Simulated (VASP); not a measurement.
# Ta (P6_3/mmc) in VASP: further runs

The runs below take Ta through single point, with PBEsol.

All numbers are computed with VASP 6.6.1; they aren't measurements. Logs are shortened: lines on timing, memory, paths and dates and some standing lists are left out, and cuts for length are marked.

### Step 1. The cell of the first run

It takes space group P6_3/mmc (No. 194, hexagonal). Conventional cell: a = 2.900 Å, b = 2.900 Å, c = 5.166 Å, α = 90.00°, β = 90.00°, γ = 120.00°. Ta (site symmetry -6m2) has 12 Ta at 2.90 to 3.08 Å within 3.8 Å.

### Step 2. Single point, PBEsol

File INCAR:

```
PREC = Accurate
ENCUT = 520
EDIFF = 1E-6
ISMEAR = 0
SIGMA = 0.1
LREAL = F
LASPH = T
NELM = 60
ALGO = Normal
ISIF = 2
LWAVE = F
LCHARG = F
GGA = PS
NBANDS = 18
```

File KPOINTS:

```
Automatic mesh
0
Gamma
  14 14 7
```

File POSCAR:

```
Ta
1.0
    2.9003720000      0.0000000000      0.0000000000
   -1.4501860000      2.5117960000      0.0000000000
    0.0000000000      0.0000000000      5.1662740000
Ta
2
Direct
    0.6666666667      0.3333333333      0.7500000000
    0.3333333333      0.6666666667      0.2500000000
```

Potentials or basis: VASP PAW PBE potentials, release 64 (Ta_pv).

On the command line:

```
cat potpaw_PBE.64/Ta_pv/POTCAR > POTCAR
mpirun -np 1 vasp_std > vasp.out
```

OUTCAR:

```text
PREC = Accurate
   ENCUT = 520
   EDIFF = 1E-6
   ISMEAR = 0
   LREAL = F
   LASPH = T
   NELM = 60
   ISIF = 2
   GGA = PS

 ion  position               nearest neighbor table
   1  0.667  0.333  0.750-   2 3.08   2 3.08   2 3.08   2 3.08   2 3.08   2 3.08
   2  0.333  0.667  0.250-   1 3.08   1 3.08   1 3.08   1 3.08   1 3.08   1 3.08

  LATTYP: Found a hexagonal cell.
 ALAT       =     2.9003720000
 C/A-ratio  =     1.7812453023

  Lattice vectors:

 A1 = (   2.9003720000,   0.0000000000,   0.0000000000)
 A2 = (  -1.4501860000,   2.5117960000,   0.0000000000)
 A3 = (   0.0000000000,   0.0000000000,   5.1662740000)

Analysis of symmetry for initial positions (statically):
=====================================================================
 Subroutine PRICEL returns:
 Original cell was already a primitive cell.

 Routine SETGRP: Setting up the symmetry group for a
 hexagonal supercell.

 Subroutine GETGRP returns: Found 24 space group operations
 (whereof 12 operations were pure point group operations)
 out of a pool of 24 trial point group operations.

The static configuration has the point symmetry D_3d.
 The point group associated with its full space group is D_6h.

Analysis of symmetry for dynamics (positions and initial velocities):
=====================================================================
 Subroutine PRICEL returns:
 Original cell was already a primitive cell.

 Routine SETGRP: Setting up the symmetry group for a
 hexagonal supercell.

 Subroutine GETGRP returns: Found 24 space group operations
 (whereof 12 operations were pure point group operations)
 out of a pool of 24 trial point group operations.

The dynamic configuration has the point symmetry D_3d.
 The point group associated with its full space group is D_6h.

 Subroutine INISYM returns: Found 24 space group operations
 (whereof 12 operations are pure point group operations),
 and found     1 'primitive' translations

----------------------------------------------------------------------------------------

                                     Primitive cell

  volume of cell :      37.6370

  direct lattice vectors                    reciprocal lattice vectors
     2.900372000  0.000000000  0.000000000     0.344783359  0.199060752  0.000000000
[... 77 lines left out ...]
   PREC   = accura    normal or accurate (medium, high low for compatibility)
   ISTART =      0    job   : 0-new  1-cont  2-samecut
   ICHARG =      2    charge: 1-file 2-atom 10-const
   ISPIN  =      1    spin polarized calculation?
   LNONCOLLINEAR =      F non collinear calculations
   LSORBIT =      F    spin-orbit coupling
   LASPH  =      T    aspherical Exc in radial PAW
   ENCUT  =  520.0 eV  38.22 Ry    6.18 a.u.   5.39  5.39  9.61*2*pi/ulx,y,z
   NELM   =     60;   NELMIN=  2; NELMDL= -5     # of ELM steps
   EDIFF  = 0.1E-05   stopping-criterion for ELM
   LREAL  =      F    real-space projection
   EDIFFG = 0.1E-04   stopping-criterion for IOM
   NSW    =      0    number of steps for IOM
   IBRION =     -1    ionic relax: 0-MD 1-quasi-New 2-CG
   NFREE  =      0    steps in history (QN), initial steepest desc. (CG)
   ISIF   =      2    stress and relaxation
   ISYM   =      2    0-nonsym 1-usesym 2-fastsym
   POTIM  = 0.5000    time-step for ionic-motion
   TEBEG  =    0.0;   TEEND  =   0.0 temperature during run
   PSTRESS=    0.0 pullay stress
   NELECT =      22.0000    total number of electrons
   NUPDOWN=      -1.0000    fix difference up-down
   EMIN   =  10.00;   EMAX   =-10.00  energy-range for DOS
   EFERMI =   0.00;   METHOD = LEGACY
   ISMEAR =     0;   SIGMA  =   0.10  broadening in eV -4-tet -1-fermi 0-gaus
   EFERMI_NEDOS =   21; number of points for ismear=-14 and -15
   IALGO  =     38    algorithm
   IMIX   =      4    mixing-type and parameters
     AMIX     =   0.40;   BMIX     =  1.00
     AMIX_MAG =   1.60;   BMIX_MAG =  1.00
  volume/ion in A,a.u.               =      18.82       126.99
  Fermi-wavevector in a.u.,A,eV,Ry     =   1.368812  2.586680 25.492516  1.873647
  Thomas-Fermi vector in A             =   2.494743
   LORBIT       =      0    0 simple, 1 ext, 2 COOP (PROOUT), +10 PAW based schemes
   GGA     = PS    functional components
   LHFCALC =     F    Hartree Fock is set to
   AEXX    =    0.0000 exact exchange contribution
   IVDW    =     0    specifies the selected vdW correction
   LEPSILON=     F    determine dielectric tensor
   LRPA    =     F    only Hartree local field effects (RPA)
 non-spin polarized calculation
 Gauss-broadening in eV      SIGMA  =   0.10
  energy-cutoff  :      520.00
  volume of cell :       37.64
 maximum number of plane-waves:      1039
 NGX is ok and might be reduce to    24
   NGX = 11   NGY = 11   NGZ = 19

 number of electron      22.0000003 magnetization

 Free energy of the ion-electron system (eV)
  ---------------------------------------------------
  ext. energy  EPLUGINS =         0.00000000
  ---------------------------------------------------
  free energy    TOTEN  =       -24.48858421 eV

  energy without entropy =      -24.47647811  energy(sigma->0) =      -24.48253116

 E-fermi :   5.3657     XC(G=0): -12.4937

 val. band max:        5.3645572739   @ k =   0.1429   0.0714   0.1429
 cond. band min:       5.3899965763   @ k =   0.3571   0.2143   0.2857
 fundamental gap:      0.0254393025
 Fermi energy:         5.3656561634

 k-point     1 :       0.0000    0.0000    0.0000
  band No.  band energies     occupation
      1     -29.1292      2.00000
      2     -28.3158      2.00000
      3     -28.1958      2.00000
      4     -28.1958      2.00000
      5     -28.1137      2.00000
      6     -28.1137      2.00000
[... 481 lines left out ...]
      5     -28.5894      2.00000
      6     -28.5244      2.00000
[... 10 lines left out ...]
     17      12.6586      0.00000
     18      12.8411      0.00000

 [... further k-points ...]
[... 5 lines left out ...]
  --------------------------------------------------------------------------------------
  -------------------------------------------------------------------------------------
  Total       -1.5782362     -1.5782364     -1.6944259      0.0000000      0.0000000      0.0000000
  in kB      -67.1841880    -67.1841969    -72.1302848      0.0000000      0.0000000      0.0000000
  external PRESSURE =     -68.8328899 kB  Pullay stress =       0.0000000 kB

 VOLUME and BASIS-vectors are now :
 -----------------------------------------------------------------------------
  energy-cutoff  :      520.00
  volume of cell :       37.64
      direct lattice vectors                 reciprocal lattice vectors
     2.900372000  0.000000000  0.000000000     0.344783359  0.199060752  0.000000000
    -1.450186000  2.511796000  0.000000000     0.000000000  0.398121503  0.000000000
     0.000000000  0.000000000  5.166274000     0.000000000  0.000000000  0.193563098

 POSITION                                       TOTAL-FORCE (eV/Angst)
 -----------------------------------------------------------------------------------
      1.45019      0.83727      3.87471        -0.000000      0.000000      0.000000
     -0.00000      1.67453      1.29157         0.000000      0.000000      0.000000
 -----------------------------------------------------------------------------------
    total drift:                                0.000000     -0.000000      0.000000

  FREE ENERGIE OF THE ION-ELECTRON SYSTEM (eV)
  ---------------------------------------------------
  free  energy   TOTEN  =       -24.4885842088 eV

  energy  without entropy=      -24.4764781126  energy(sigma->0) =      -24.48253116
```

stdout:

```text
POSCAR found type information on POSCAR Ta
 POSCAR found :  1 types and       2 ions
 scaLAPACK will be used
 -----------------------------------------------------------------------------
|                                                                             |
|                                                                             |
|     You enforced a specific xc type in the INCAR file but a different       |
|     I HOPE YOU KNOW WHAT YOU ARE DOING!                                     |
|                                                                             |
 -----------------------------------------------------------------------------

 LDA part: xc-table for (Slater+PW92), standard interpolation
 POSCAR, INCAR and KPOINTS ok, starting setup
 FFT: planning ... GRIDC
 FFT: planning ... GRID_SOFT
 FFT: planning ... GRID
 WAVECAR not read
 entering main loop
```

Run time: 66 s. Hardware: 1 thread of Intel Xeon 6975P-C, shared host; peak memory 0.2 GiB.

Results:

| Item | Value |
| --- | --- |
| Free energy | -24.4886 eV |
| Pressure | -6.9 GPa |
| Band gap on the k mesh | zero (band 11 reaches 6.52 eV, above the bottom of band 12 at 4.78 eV) |

Levels at points of the mesh, in eV from the Fermi level:
```tsv
k point	band 9	band 10	band 11	band 12	band 13	band 14
(0.00, 0.00, 0.00)	-0.53	-0.07	0.62	0.62	1.18	1.18
(0.50, 0.00, 0.00)	-3.29	-0.42	-0.34	0.52	0.88	5.53
```

Caveat: the PAW data sets were made with another functional, which shifts forces and pressure a little; spin-orbit coupling is left out, which moves the levels of the heavy elements.

### Step 3. Single point, PBEsol

This run uses another cell than the first one, of 18.88 Å³/atom, 1.003 times its volume.

File INCAR:

```
PREC = Accurate
ENCUT = 520
EDIFF = 1E-6
ISMEAR = 0
SIGMA = 0.1
LREAL = F
LASPH = T
NELM = 100
ALGO = Normal
ISIF = 2
LWAVE = F
LCHARG = T
GGA = PS
LELF = T
LVHAR = T
NBANDS = 18
```

File KPOINTS:

```
regular mesh
0
Gamma
  14 14 7
```

POSCAR: that of step 2 with these lines changed.

```diff
@@ -4,3 +4,3 @@
    -1.4501860000      2.5117960000      0.0000000000
-    0.0000000000      0.0000000000      5.1662740000
+    0.0000000000      0.0000000000      5.1834949133
 Ta
```

Potentials or basis: VASP PAW PBE potentials, release 64 (Ta_pv).

On the command line:

```
cat potpaw_PBE.64/Ta_pv/POTCAR > POTCAR
mpirun -np 1 vasp_std > vasp.out
```

It took 66 s on 1 thread of Intel Xeon 6975P-C, shared host; peak memory 0.2 GiB.

It converged, with:

```
Free energy            : -24.4826 eV
Pressure               : -7.4 GPa
Band gap on the k mesh : zero (band 11 reaches 6.48 eV, above the bottom of band 12 at 4.76 eV)
```

Stress tensor (GPa, compression positive):
```
-7.07  0.00  0.00
 0.00 -7.07  0.00
 0.00  0.00 -8.13
```

Levels at points of the mesh, in eV from the Fermi level:
```csv
k point,band 7,band 8,band 9,band 10,band 11,band 12,band 13,band 14,band 15,band 16
"(0.00, 0.00, 0.00)",-8.13,-4.87,-0.56,-0.11,0.63,0.63,1.18,1.18,3.00,3.00
"(0.50, 0.00, 0.00)",-4.00,-3.78,-3.28,-0.41,-0.36,0.51,0.90,5.50,6.44,6.73
```

Caveat: the PAW data sets were made with another functional, which shifts forces and pressure a little; spin-orbit coupling is left out, which moves the levels of the heavy elements.

### Step 4. Single point, PBEsol

This run uses another cell than the first one, of 18.94 Å³/atom, 1.007 times its volume.

File INCAR:

```
ALGO = Normal
EDIFF = 1E-6
ENCUT = 520
GGA = PS
ISIF = 2
ISMEAR = 0
LASPH = True
LCHARG = True
LELF = True
LREAL = False
LVHAR = True
LWAVE = False
NBANDS = 18
NELM = 80
PREC = Accurate
SIGMA = 0.1
```

File KPOINTS:

```
k-points
0
Gamma
  14 14 7
```

POSCAR: that of step 3 with these lines changed.

```diff
@@ -4,3 +4,3 @@
    -1.4501860000      2.5117960000      0.0000000000
-    0.0000000000      0.0000000000      5.1834949133
+    0.0000000000      0.0000000000      5.2007158267
 Ta
```

On the command line:

```
cat potpaw_PBE.64/Ta_pv/POTCAR > POTCAR
mpirun -np 1 vasp_std > vasp.out
```

Wall time 68 s (1 thread of Intel Xeon 6975P-C, shared host); peak memory 0.2 GiB.

It converged, with:

- Free energy: -24.4759 eV
- Pressure: -7.9 GPa
- Band gap on the k mesh: zero (band 11 reaches 6.45 eV, above the bottom of band 12 at 4.73 eV)

Stress tensor (GPa, compression positive):
```
-7.41  0.00  0.00
 0.00 -7.41  0.00
 0.00  0.00 -9.03
```

Levels at points of the mesh, in eV from the Fermi level:
```tsv
k point	band 7	band 8	band 9	band 10	band 11	band 12	band 13	band 14	band 15	band 16
(0.00, 0.00, 0.00)	-8.11	-4.87	-0.59	-0.14	0.64	0.64	1.18	1.18	3.02	3.02
(0.50, 0.00, 0.00)	-3.99	-3.77	-3.27	-0.40	-0.38	0.49	0.93	5.46	6.45	6.73
```

Caveat: the PAW data sets were made with another functional, which shifts forces and pressure a little; spin-orbit coupling is left out, which moves the levels of the heavy elements.

### Step 5. Single point, PBEsol

This run uses another cell than the first one, of 19.01 Å³/atom, 1.010 times its volume.

File INCAR:

```
ALGO = Normal ; EDIFF = 1E-7
ENCUT = 520 ; GGA = PS
ISIF = 2 ; ISMEAR = 0
LASPH = T ; LCHARG = T
LELF = T ; LREAL = F
LVHAR = T ; LWAVE = F
NBANDS = 18 ; NELM = 60
PREC = Accurate ; SIGMA = 0.1
```

KPOINTS is that of step 4.

POSCAR: that of step 4 with these lines changed.

```diff
@@ -4,3 +4,3 @@
    -1.4501860000      2.5117960000      0.0000000000
-    0.0000000000      0.0000000000      5.2007158267
+    0.0000000000      0.0000000000      5.2179367400
 Ta
```

On the command line:

```
cat potpaw_PBE.64/Ta_pv/POTCAR > POTCAR
mpirun -np 1 vasp_std > vasp.out
```

Run time: 71 s. Hardware: 1 thread of Intel Xeon 6975P-C, shared host; peak memory 0.2 GiB.

It converged, with:

```
Free energy            : -24.4685 eV
Pressure               : -8.5 GPa
Band gap on the k mesh : zero (band 11 reaches 6.42 eV, above the bottom of band 12 at 4.71 eV)
```

Stress tensor (GPa, compression positive):
```
-7.74  0.00  0.00
 0.00 -7.74  0.00
 0.00  0.00 -9.92
```

Levels at points of the mesh, in eV from the Fermi level:
| k point | band 7 | band 8 | band 9 | band 10 | band 11 | band 12 | band 13 | band 14 | band 15 | band 16 |
| --- | --- | --- | --- | --- | --- | --- | --- | --- | --- | --- |
| (0.00, 0.00, 0.00) | -8.10 | -4.86 | -0.61 | -0.17 | 0.64 | 0.64 | 1.18 | 1.18 | 3.04 | 3.04 |
| (0.50, 0.00, 0.00) | -3.98 | -3.75 | -3.25 | -0.39 | -0.39 | 0.47 | 0.96 | 5.42 | 6.45 | 6.72 |

Caveat: the PAW data sets were made with another functional, which shifts forces and pressure a little; spin-orbit coupling is left out, which moves the levels of the heavy elements.

### Step 6. The runs side by side

| cell | gap on the mesh (eV) | pressure (GPa) |
| --- | --- | --- |
| a = 2.900, b = 2.900, c = 5.166 Å, angles 90.0, 90.0, 120.0°, 2 atoms | none | -6.9 |
| a = 2.900, b = 2.900, c = 5.183 Å, angles 90.0, 90.0, 120.0°, 2 atoms | none | -7.4 |
| a = 2.900, b = 2.900, c = 5.201 Å, angles 90.0, 90.0, 120.0°, 2 atoms | none | -7.9 |
| a = 2.900, b = 2.900, c = 5.218 Å, angles 90.0, 90.0, 120.0°, 2 atoms | none | -8.5 |

Alike in all rows: task single point; level PBEsol; potentials or basis VASP PAW PBE potentials, release 64 (Ta_pv); no spin polarisation; k mesh 14 × 14 × 7; cutoff (eV) 520; smearing gaussian 0.1 eV.

Caveats: the PAW data sets were made with another functional, which shifts forces and pressure a little; spin-orbit coupling is left out, which moves the levels of the heavy elements.

Total energies depend on the potentials used, so only differences within one code and one set of settings carry meaning.
